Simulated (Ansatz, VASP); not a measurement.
One calculation of WSe2, two programs

```
W Se
1.0
     1.65107    0.95325    6.57965
    -1.65107    0.95325    6.57965
     0.00000   -1.90650    6.57965
W Se
1 2
Direct
  0.99998 0.99998 0.99998
  0.41765 0.41765 0.41765
  0.24903 0.24903 0.24903
```

Alike in both runs: task single point; functional r2SCAN; k mesh 10 × 10 × 10; no spin polarisation.

|  | VASP | Ansatz |
| --- | --- | --- |
| version | VASP 6.6.1 | Ansatz 0.2.0 |
| potentials or method | VASP PAW PBE potentials, release 64 (W_sv, Se) | plane waves, PAW |
| plane-wave cutoff (eV) | 520 | 500 |
| occupations | gaussian, width 0.01 eV | fixed |
| valence electrons in the cell | 26 | 46 |

```csv
,VASP,Ansatz,Ansatz less VASP
gap on the k mesh at the Fermi level (eV),1.20,1.21,+0.004
pressure (GPa),1.6,1.3,-0.33
"traceless stress, the component that is largest in VASP (GPa)",-0.06,-0.10,-0.038
rms of the force components (eV/Å),0.003,0.018,+0.0156
```

VASP's potentials were made for PBE, not for r2SCAN. Atom by atom the forces differ by 0.021 eV/Å (rms over components). VASP's potentials hold 26 valence electrons a cell and Ansatz's 46, so a difference there can come from the potentials and not from the codes.

Spin-orbit coupling is off throughout.
